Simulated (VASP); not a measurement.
SnGe5:

```
Sn Ge
1.0
     3.20585    0.00000    0.00000
    -1.60292    2.77635    0.00000
     0.00000    0.00000   14.56495
Sn Ge
1 5
Direct
  0.00000 0.00000 0.00000
  0.66667 0.33333 0.66023
  0.00000 0.00000 0.50000
  0.33333 0.66667 0.33977
  0.66667 0.33333 0.19472
  0.33333 0.66667 0.80528
```

* Program: VASP 6.6.1
* Task: relaxation of cell and atoms
* Functional: PBE
* Potentials or basis: VASP PAW PBE potentials, release 64 (Sn_d, Ge_d)
* Cutoff: 600 eV
* k mesh: 6 × 6 × 2
* Occupations: gaussian, width 0.1 eV
* Spin: no spin polarisation

At the start: pressure -0.6 GPa; volume 21.61 Å³/atom.

Question: How do energy, volume and symmetry change on relaxing?

Answer: Over 7 steps the energy falls by 2.6 meV/atom and the volume is 21.35 Å³/atom (-1.2 %); space group P-3m1 (No. 164, to 0.1 Å) before and after.

The path:
```
step  energy change (eV)  largest force (eV/Å)  pressure (GPa)  volume (Å³)
   1              0.0000                0.0872           -0.56       129.64
   2             -0.0080                0.0403           -0.04       128.23
   3             -0.0085                0.0188            0.87       126.35
   4             -0.0100                0.0107            0.58       127.17
   5             -0.0137                0.0099            0.51       127.22
   6             -0.0138                0.0101            0.52       127.22
   7             -0.0155                0.0259            0.18       128.09
```

Final structure:
```xyz
6
Lattice="3.1680 0.0000 0.0000 -1.5840 2.7436 0.0000 0.0000 0.0000 14.7371" Properties=species:S:1:pos:R:3 pbc="T T T"
Sn   -1.5840    2.7436    0.0000
Ge    1.5840    0.9145    9.7385
Ge    0.0000    0.0000    7.3685
Ge    0.0000    1.8291    4.9985
Ge    1.5840    0.9145    2.8809
Ge    0.0000    1.8291   11.8561
```

Caveat: the k points lie up to 0.38 Å⁻¹ apart in the final cell, too coarse for converged energies and pressures of a metal.
